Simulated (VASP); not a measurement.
Write the native input for VASP 6.6.1 that does the following.

| Item | Value |
| --- | --- |
| Task | single point |
| Functional | RPBE |
| Potentials or basis | VASP PAW PBE potentials, release 64 (Pd, Bi_d) |
| Cutoff | 520 eV |
| k mesh | 3 × 3 × 4, shifted |
| Occupations | methfessel-paxton, width 0.0249 eV |
| Spin | no spin polarisation |
| Dipole correction | no |
| Further INCAR settings | ALGO = Normal; EDIFF = 1e-07; NBANDS = 92 |

The structure of Bi2Pd lies in POSCAR:

```
Bi2Pd
1.0
    7.1298640000      0.3666840000      1.0949100000
    0.1638920000      8.0190470000      0.1105420000
    0.1182470000     -1.1568690000      5.1451280000
Pd Bi
4 8
Direct
    0.5647850000      0.3588810000      0.4628520000
    0.7359720000      0.6952500000      0.2181790000
    0.9750010000      0.3398600000      0.2964130000
    0.3891770000      0.6590320000      0.0520810000
    0.7726760000      0.0587800000      0.0937560000
    0.8002570000      0.3621220000      0.8509140000
    0.8683500000      0.7363450000      0.6980150000
    0.1754660000      0.4771090000      0.6986130000
    0.5981740000      0.0107500000      0.6153410000
    0.1805570000      0.9980890000      0.1716500000
    0.2580300000      0.8271570000      0.6020220000
    0.3681560000      0.2911590000      0.0246410000
```

One way to write it, as run:

INCAR

```
PREC     = Accurate       # precision mode
ENCUT    = 520            # plane-wave cutoff, eV
EDIFF    = 1E-7           # SCF threshold, eV
ISMEAR   = 1              # smearing method
SIGMA    = 0.0249         # smearing width, eV
LREAL    = False          # projectors in reciprocal space
LASPH    = True           # aspherical terms in the spheres
NELM     = 100            # most SCF steps
ALGO     = Normal         # electronic algorithm
ISIF     = 2              # what is computed and relaxed
LWAVE    = False          # write WAVECAR
LCHARG   = False          # write CHGCAR
GGA      = RP             # functional
NBANDS   = 92             # bands
LUSENCCL = False
```

KPOINTS

```
Automatic mesh
0
Gamma
  3 3 4
  0.5 0.5 0
```

Potentials or basis: VASP PAW PBE potentials, release 64 (Pd, Bi_d).

Launch:

```console
$ cat potpaw_PBE.64/Pd/POTCAR potpaw_PBE.64/Bi_d/POTCAR > POTCAR
$ mpirun -np 1 vasp_std > vasp.out
```

It gave:

```
Pressure               : 15.6 GPa
Largest force          : 2.427 eV/Å
Band gap on the k mesh : zero (band 80 reaches 9.11 eV, above the bottom of band 81 at 8.95 eV)
```

Caveat: the PAW data sets were made with another functional, which shifts forces and pressure a little; spin-orbit coupling is left out, which moves the levels of the heavy elements.

It used 120 s of CPU time on 1 × NVIDIA H100 80GB with 1 thread of AMD EPYC 7R13 Processor (Zen 3), with other jobs on the host.
